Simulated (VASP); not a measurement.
Input of a VASP 6.6.1 run:

INCAR

```
PREC = Accurate
ENCUT = 520
EDIFF = 1E-7
ISMEAR = -1
SIGMA = 0.1
LREAL = F
LASPH = T
NELM = 60
ALGO = Normal
ISIF = 2
LWAVE = F
LCHARG = F
GGA = PE
NBANDS = 18
```

Contents of KPOINTS:

```
Automatic mesh
0
Gamma
  2 2 1
```

File POSCAR:

```
Sc
1.0
    3.3193628924      0.0000000000      0.0000000000
   -1.6596814462      2.8746525892      0.0000000000
    0.0000000000      0.0000000000      5.1842605006
Sc
2
Direct
    0.3333333333      0.6666666667      0.2500000000
    0.6666666667      0.3333333333      0.7500000000
```

Potentials or basis: VASP PAW PBE potentials, release 64 (Sc_sv).

The run is started by

```console
$ cat potpaw_PBE.64/Sc_sv/POTCAR > POTCAR
$ mpirun -np 1 vasp_std > vasp.out
```

(1) Predict the band gap on the k mesh.

(2) Predict the pressure.

Results:

(1) zero (bands 11 and 12 overlap by 0.91 eV).

(2) -7.7 GPa.

Caveat: the k points lie up to 1.21 Å⁻¹ apart, too coarse for converged energies and pressures of a metal.
